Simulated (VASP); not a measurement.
Set up this calculation in VASP 6.6.1, as the native input.

| Quantity | Value |
| --- | --- |
| Task | single point |
| Functional | PBE |
| Potentials or basis | VASP PAW PBE potentials, release 64 (Na_pv, Cl) |
| Cutoff | 520 eV |
| k mesh | 4 × 4 × 4 |
| Occupations | gaussian, width 0.01 eV |
| Spin | no spin polarisation |
| Dipole correction | no |
| Further INCAR settings | ALGO = Normal; EDIFF = 1e-06; NBANDS = 14 |

The structure of NaCl lies in POSCAR:

```
NaCl
1.0
    0.1359565671      2.8265474394      2.8265474394
    2.8265474394      0.1359565671      2.8265474394
    2.8265474394      2.8265474394      0.1359565671
Na Cl
1 1
Direct
    0.0000000000      0.0000000000      0.0000000000
    0.5000000000      0.5000000000      0.5000000000
```

This cell differs from its parent crystal: epitaxial 111 strain -4.0%.

The input as run:

INCAR

```
  ALGO = Normal
  EDIFF = 1E-6
  ENCUT = 520
  GGA = PE
  ISIF = 2
  ISMEAR = 0
  LASPH = T
  LCHARG = T
  LELF = T
  LREAL = F
  LVHAR = T
  LWAVE = F
  NBANDS = 14
  NELM = 60
  PREC = Accurate
  SIGMA = 0.01
```

KPOINTS

```
k-points
0
Gamma
  4 4 4
```

Potentials or basis: VASP PAW PBE potentials, release 64 (Na_pv, Cl).

Command:

```sh
$ cat potpaw_PBE.64/Na_pv/POTCAR potpaw_PBE.64/Cl/POTCAR > POTCAR
$ mpirun -np 1 vasp_std > vasp.out
```

Results of the run:

The pressure is 2.9 GPa. The band gap on the k mesh is 5.23 eV, direct.

Caveat: the k points lie up to 0.50 Å⁻¹ apart; the cell differs from its parent crystal (epitaxial 111 strain -4.0%).

Wall time 17 s on 1 thread of AMD EPYC 7R43 64-Core Processor (Zen 3) (shared host), peak memory 0.12 GiB.
